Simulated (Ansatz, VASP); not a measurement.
**Two plane-wave programs on La4ZrO**

Contents of INCAR:

```
ALGO     = Normal         # electronic algorithm
EDIFF    = 1E-7           # SCF threshold, eV
EDIFFG   = -0.04          # ionic threshold
ENCUT    = 600            # plane-wave cutoff, eV
GGA      = PE             # functional
IBRION   = 2              # ionic algorithm
ISIF     = 3              # what is computed and relaxed
ISMEAR   = 0              # smearing method
LASPH    = T              # aspherical terms in the spheres
LCHARG   = F              # write CHGCAR
LREAL    = F              # projectors in reciprocal space
LWAVE    = F              # write WAVECAR
NELM     = 60             # most SCF steps
NSW      = 90             # ionic steps
PREC     = Accurate       # precision mode
SIGMA    = 0.1            # smearing width, eV
```

KPOINTS

```
k-points
0
Gamma
  4 4 4
```

File POSCAR:

```
La4ZrO
1.0
    0.0000000000      4.1000610100      4.1000610100
    4.1000610100      0.0000000000      4.1000610100
    4.1000610100      4.1000610100      0.0000000000
La Zr O
4 1 1
Direct
    0.8776099700      0.3741300100      0.3741300100
    0.3741300100      0.3741300100      0.3741300100
    0.3741300100      0.8776099700      0.3741300100
    0.3741300100      0.3741300100      0.8776099700
    0.7500000000      0.7500000000      0.7500000000
    0.0000000000      0.0000000000      0.0000000000
```

Input for Ansatz:

```yaml
crystal:
  lattice:
    - [0.0, 4.10006101, 4.10006101]
    - [4.10006101, 0.0, 4.10006101]
    - [4.10006101, 4.10006101, 0.0]
  atoms:
    - { symbol: La, position: [0.87760997, 0.37413001, 0.37413001] }
    - { symbol: La, position: [0.37413001, 0.37413001, 0.37413001] }
    - { symbol: La, position: [0.37413001, 0.87760997, 0.37413001] }
    - { symbol: La, position: [0.37413001, 0.37413001, 0.87760997] }
    - { symbol: Zr, position: [0.75, 0.75, 0.75] }
    - { symbol: O, position: [0.0, 0.0, 0.0] }
basis:
  ecutwfc: 420
kpoints:
  mp_grid: { grid: [4, 4, 4] }
hamiltonian:
  xc: pbe
scf:
  occupations: { method: gaussian, width: 0.1 }
  lower_state_search: "off"
output:
  forces: true
  stress: true
  eigenvalues: true
relax:
  adjacent_minimum: "off"
  f_tol: 0.04
  max_steps: 70
  cell: { stress_tol: 0.4 }
```

Change from the starting cell: species swapped into the YbCdCu4 type (F-43m, No. 216).

Alike in both runs: task relaxation of cell and atoms; functional PBE; k mesh 4 × 4 × 4; occupations gaussian, width 0.1 eV; no spin polarisation.

|  | VASP | Ansatz |
| --- | --- | --- |
| version | VASP 6.6.1 | Ansatz 0.2.0 |
| potentials or method | VASP PAW PBE potentials, release 64 (La, Zr_sv, O), cutoff 600 eV | scalar-relativistic, plane waves, PAW |
| valence electrons in the cell | 62 | 62 |

```csv
,VASP,Ansatz,Ansatz less VASP
"gap on the k mesh at the Fermi level, each at its own relaxed structure (eV)",none,none,-
relaxed volume (Å³/atom),30.07,30.05,-0.013
relaxed length of the cell vector where the two differ most in proportion (Å),6.342,6.341,-0.0009
```

A gap of «none» marks a metal or a gap that the smearing closes.

Spin-orbit coupling is off throughout. Noted on VASP's run: the volume moved by over 15 % at a fixed basis, so the end points are rough.
